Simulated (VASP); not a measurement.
# Hf (P6/mmm) in VASP: further runs

Runs on Hf. Level: PBE. Tasks: single point, relaxation of cell and atoms.

All numbers are computed with VASP 6.6.1; they aren't measurements. Logs are shortened: lines on timing, memory, paths and dates and some standing lists are left out, and cuts for length are marked.

### 1 The cell of the first run

It takes space group P6/mmm (No. 191, hexagonal). Conventional cell: a = 5.088 Å, b = 5.088 Å, c = 2.779 Å, α = 90.00°, β = 90.00°, γ = 120.00°. Within 3.7 Å of Hf (site symmetry -6m2) lie 5 Hf at 2.78 to 2.94 Å.

This isn't the form of Hf at room conditions, which is hcp.

### 2 Single point, PBE

INCAR reads:

```
SYSTEM = Hf
ALGO = Normal
EDIFF = 1E-6
ENCUT = 520
GGA = PE
ISIF = 2
ISMEAR = 0
LASPH = .TRUE.
LCHARG = .FALSE.
LREAL = .FALSE.
LWAVE = .FALSE.
NBANDS = 17
NELM = 100
PREC = Accurate
SIGMA = 0.1
```

KPOINTS reads:

```
k-points
0
G
  12 12 20
  0 0 0
```

POSCAR reads:

```
Hf
1.0
    5.0878216004      0.0000000000      0.0000000000
   -2.5439108002      4.4061827558      0.0000000000
    0.0000000000      0.0000000000      2.7788198179
Hf
2
Direct
    0.3333333333      0.6666666667      0.0000000000
    0.6666666667      0.3333333333      0.0000000000
```

Potentials or basis: VASP PAW PBE potentials, release 64 (Hf_pv).

The run is started by

```
$ cat potpaw_PBE.64/Hf_pv/POTCAR > POTCAR
$ mpirun -np 1 vasp_std > vasp.out
```

OUTCAR:

```text
SYSTEM = Hf
   EDIFF = 1E-6
   ENCUT = 520
   GGA = PE
   ISIF = 2
   ISMEAR = 0
   LASPH = .TRUE.
   LREAL = .FALSE.
   NELM = 100
   PREC = Accurate

 ion  position               nearest neighbor table
   1  0.333  0.667  0.000-   2 2.94   2 2.94   2 2.94
   2  0.667  0.333  0.000-   1 2.94   1 2.94   1 2.94

  LATTYP: Found a hexagonal cell.
 ALAT       =     5.0878216004
 C/A-ratio  =     0.5461708441

  Lattice vectors:

 A1 = (   5.0878216004,   0.0000000000,   0.0000000000)
 A2 = (  -2.5439108002,   4.4061827558,   0.0000000000)
 A3 = (   0.0000000000,   0.0000000000,   2.7788198179)

Analysis of symmetry for initial positions (statically):
=====================================================================
 Subroutine PRICEL returns:
 Original cell was already a primitive cell.

 Routine SETGRP: Setting up the symmetry group for a
 hexagonal supercell.

 Subroutine GETGRP returns: Found 24 space group operations
 (whereof 24 operations were pure point group operations)
 out of a pool of 24 trial point group operations.

The static configuration has the point symmetry D_6h.

Analysis of symmetry for dynamics (positions and initial velocities):
=====================================================================
 Subroutine PRICEL returns:
 Original cell was already a primitive cell.

 Routine SETGRP: Setting up the symmetry group for a
 hexagonal supercell.

 Subroutine GETGRP returns: Found 24 space group operations
 (whereof 24 operations were pure point group operations)
 out of a pool of 24 trial point group operations.

The dynamic configuration has the point symmetry D_6h.

 Subroutine INISYM returns: Found 24 space group operations
 (whereof 24 operations are pure point group operations),
 and found     1 'primitive' translations

----------------------------------------------------------------------------------------

                                     Primitive cell

  volume of cell :      62.2952

  direct lattice vectors                    reciprocal lattice vectors
     5.087821600  0.000000000  0.000000000     0.196547772  0.113476909  0.000000000
    -2.543910800  4.406182756  0.000000000     0.000000000  0.226953818  0.000000000
     0.000000000  0.000000000  2.778819818     0.000000000  0.000000000  0.359865002

  length of vectors
     5.087821600  5.087821600  2.778819818     0.226953818  0.226953818  0.359865002

  position of ions in fractional coordinates (direct lattice)
     0.333333333  0.666666667  0.000000000
     0.666666667  0.333333333  0.000000000

  ion indices of the primitive-cell ions
   primitive index   ion index
                 1           1
                 2           2

----------------------------------------------------------------------------------------

 KPOINTS: k-points

Automatic generation of k-mesh.
 Grid dimensions read from file:
 generate k-points for:   12   12   20

 Generating k-lattice:

  Cartesian coordinates                     Fractional coordinates (reciprocal lattice)
     0.016378981  0.009456409  0.000000000     0.083333333  0.000000000  0.000000000
     0.000000000  0.018912818  0.000000000     0.000000000  0.083333333  0.000000000
     0.000000000  0.000000000  0.017993250     0.000000000  0.000000000  0.050000000

  Length of vectors
     0.018912818  0.018912818  0.017993250

  Shift w.r.t. Gamma in fractional coordinates (k-lattice)
     0.000000000  0.000000000  0.000000000

 Subroutine IBZKPT returns following result:
 ===========================================

 Found    209 irreducible k-points:

 Following reciprocal coordinates:
            Coordinates               Weight
  0.000000  0.000000  0.000000      1.000000
  0.083333  0.000000  0.000000      6.000000
  0.166667  0.000000  0.000000      6.000000
  0.250000  0.000000  0.000000      6.000000
  0.333333 -0.000000  0.000000      6.000000
  0.416667  0.000000  0.000000      6.000000
[... 16 lines left out ...]
  0.250000  0.000000  0.050000     12.000000
  0.333333 -0.000000  0.050000     12.000000
 [... further k-points ...]
   k-points           NKPTS =    209   k-points in BZ     NKDIM =    209   number of bands    NBANDS=     17
   number of dos      NEDOS =    301   number of ions     NIONS =      2
   total plane-waves  NPLWV =  38400
   dimension x,y,z NGX =    40 NGY =   40 NGZ =   24
   dimension x,y,z NGXF=    80 NGYF=   80 NGZF=   48
   ions per type =               2
   NGX,Y,Z   is equivalent  to a cutoff of  13.07, 13.07, 14.36 a.u.
   NGXF,Y,Z  is equivalent  to a cutoff of  26.14, 26.14, 28.72 a.u.
 SYSTEM =  Hf
   PREC   = accura    normal or accurate (medium, high low for compatibility)
   ISTART =      0    job   : 0-new  1-cont  2-samecut
   ICHARG =      2    charge: 1-file 2-atom 10-const
   ISPIN  =      1    spin polarized calculation?
   LNONCOLLINEAR =      F non collinear calculations
   LSORBIT =      F    spin-orbit coupling
   LASPH  =      T    aspherical Exc in radial PAW
   ENCUT  =  520.0 eV  38.22 Ry    6.18 a.u.   9.46  9.46  5.17*2*pi/ulx,y,z
   NELM   =    100;   NELMIN=  2; NELMDL= -5     # of ELM steps
   EDIFF  = 0.1E-05   stopping-criterion for ELM
   LREAL  =      F    real-space projection
   EDIFFG = 0.1E-04   stopping-criterion for IOM
   NSW    =      0    number of steps for IOM
   IBRION =     -1    ionic relax: 0-MD 1-quasi-New 2-CG
   NFREE  =      0    steps in history (QN), initial steepest desc. (CG)
   ISIF   =      2    stress and relaxation
   ISYM   =      2    0-nonsym 1-usesym 2-fastsym
   POTIM  = 0.5000    time-step for ionic-motion
   TEBEG  =    0.0;   TEEND  =   0.0 temperature during run
   PSTRESS=    0.0 pullay stress
   NELECT =      20.0000    total number of electrons
   NUPDOWN=      -1.0000    fix difference up-down
   EMIN   =  10.00;   EMAX   =-10.00  energy-range for DOS
   EFERMI =   0.00;   METHOD = LEGACY
   ISMEAR =     0;   SIGMA  =   0.10  broadening in eV -4-tet -1-fermi 0-gaus
   EFERMI_NEDOS =   21; number of points for ismear=-14 and -15
   IALGO  =     38    algorithm
   IMIX   =      4    mixing-type and parameters
     AMIX     =   0.40;   BMIX     =  1.00
     AMIX_MAG =   1.60;   BMIX_MAG =  1.00
  volume/ion in A,a.u.               =      31.15       210.19
  Fermi-wavevector in a.u.,A,eV,Ry     =   1.120985  2.118355 17.097190  1.256608
  Thomas-Fermi vector in A             =   2.257636
   LORBIT       =      0    0 simple, 1 ext, 2 COOP (PROOUT), +10 PAW based schemes
   GGA     = PE    functional components
   LHFCALC =     F    Hartree Fock is set to
   AEXX    =    0.0000 exact exchange contribution
   IVDW    =     0    specifies the selected vdW correction
   LEPSILON=     F    determine dielectric tensor
   LRPA    =     F    only Hartree local field effects (RPA)
 non-spin polarized calculation
 Gauss-broadening in eV      SIGMA  =   0.10
  energy-cutoff  :      520.00
  volume of cell :       62.30
 maximum number of plane-waves:      1703
 NGX is ok and might be reduce to    40
   NGX = 19   NGY = 19   NGZ = 11

 number of electron      19.9999999 magnetization

 Free energy of the ion-electron system (eV)
  ---------------------------------------------------
  ext. energy  EPLUGINS =         0.00000000
  ---------------------------------------------------
  free energy    TOTEN  =       -16.39514330 eV

  energy without entropy =      -16.37506939  energy(sigma->0) =      -16.38510634

 E-fermi :   2.2206     XC(G=0):  -9.4768

 val. band max:        2.2158257218   @ k =   0.1667   0.0833   0.1000
 cond. band min:       2.2207744158   @ k =   0.0833   0.0000   0.2000
 fundamental gap:      0.0049486939
 Fermi energy:         2.2206240873

 k-point     1 :       0.0000    0.0000    0.0000
  band No.  band energies     occupation
      1     -28.6437      2.00000
      2     -28.6437      2.00000
      3     -28.0785      2.00000
      4     -28.0785      2.00000
      5     -27.6342      2.00000
      6     -27.5287      2.00000
[... 9 lines left out ...]
     16       8.3495      0.00000
     17       8.4142      0.00000

 k-point     2 :       0.0833    0.0000    0.0000
  band No.  band energies     occupation
      1     -28.6469      2.00000
      2     -28.6368      2.00000
      3     -28.0860      2.00000
      4     -28.0750      2.00000
      5     -27.6326      2.00000
      6     -27.5303      2.00000
[... 9 lines left out ...]
     16       8.1783      0.00000
     17       8.2196      0.00000

 k-point     3 :       0.1667    0.0000    0.0000
  band No.  band energies     occupation
      1     -28.6556      2.00000
      2     -28.6168      2.00000
      3     -28.1076      2.00000
      4     -28.0655      2.00000
      5     -27.6280      2.00000
      6     -27.5350      2.00000
[... 9 lines left out ...]
     16       7.7332      0.00000
     17       7.9377      0.00000

 k-point     4 :       0.2500    0.0000    0.0000
  band No.  band energies     occupation
      1     -28.6670      2.00000
      2     -28.5865      2.00000
      3     -28.1400      2.00000
      4     -28.0531      2.00000
      5     -27.6208      2.00000
      6     -27.5422      2.00000
[... 9 lines left out ...]
     16       7.1467      0.00000
     17       7.6708      0.00000
[... 343 lines left out ...]
      1     -28.6514      2.00000
      2     -28.6127      2.00000
      3     -28.1042      2.00000
      4     -28.0622      2.00000
      5     -27.6640      2.00000
      6     -27.5692      2.00000
[... 9 lines left out ...]
     16       8.1329      0.00000
     17       8.1829      0.00000

 k-point    23 :       0.2500    0.0000    0.0500
  band No.  band energies     occupation
      1     -28.6629      2.00000
      2     -28.5824      2.00000
      3     -28.1366      2.00000
      4     -28.0497      2.00000
      5     -27.6567      2.00000
      6     -27.5766      2.00000
[... 9 lines left out ...]
     16       7.5855      0.00000
     17       7.8580      0.00000

 k-point    24 :       0.3333   -0.0000    0.0500
  band No.  band energies     occupation
      1     -28.6738      2.00000
      2     -28.5470      2.00000
      3     -28.1741      2.00000
      4     -28.0377      2.00000
      5     -27.6477      2.00000
      6     -27.5856      2.00000
[... 9 lines left out ...]
     16       7.0837      0.00000
     17       7.5671      0.00000

 [... further k-points ...]
[... 5 lines left out ...]
  --------------------------------------------------------------------------------------
  -------------------------------------------------------------------------------------
  Total       -0.0835479     -0.0835479     -0.1183725      0.0000000     -0.0000000      0.0000000
  in kB       -2.1487775     -2.1487775     -3.0444342      0.0000000     -0.0000000      0.0000000
  external PRESSURE =      -2.4473298 kB  Pullay stress =       0.0000000 kB

 VOLUME and BASIS-vectors are now :
 -----------------------------------------------------------------------------
  energy-cutoff  :      520.00
  volume of cell :       62.30
      direct lattice vectors                 reciprocal lattice vectors
     5.087821600  0.000000000  0.000000000     0.196547772  0.113476909  0.000000000
    -2.543910800  4.406182756  0.000000000     0.000000000  0.226953818  0.000000000
     0.000000000  0.000000000  2.778819818     0.000000000  0.000000000  0.359865002

 POSITION                                       TOTAL-FORCE (eV/Angst)
 -----------------------------------------------------------------------------------
     -0.00000      2.93746      0.00000         0.000000      0.000000     -0.000000
      2.54391      1.46873      0.00000        -0.000000      0.000000      0.000000
 -----------------------------------------------------------------------------------
    total drift:                                0.000000     -0.000000      0.000000

  FREE ENERGIE OF THE ION-ELECTRON SYSTEM (eV)
  ---------------------------------------------------
  free  energy   TOTEN  =       -16.3951432953 eV

  energy  without entropy=      -16.3750693925  energy(sigma->0) =      -16.38510634
```

It took 66 s on 1 thread of Intel Xeon 6975P-C (Granite Rapids), shared host; peak memory 0.32 GiB.

What came out:

- Free energy: -16.3951 eV
- Pressure: -0.2 GPa
- Band gap on the k mesh: zero (bands 10 and 11 overlap by 1.60 eV)

Stress tensor (GPa, compression positive):
```
-0.21  0.00  0.00
 0.00 -0.21  0.00
 0.00  0.00 -0.30
```

Caveat: spin-orbit coupling is left out, which moves the levels of the heavy elements.

[end of part 1 of 2]
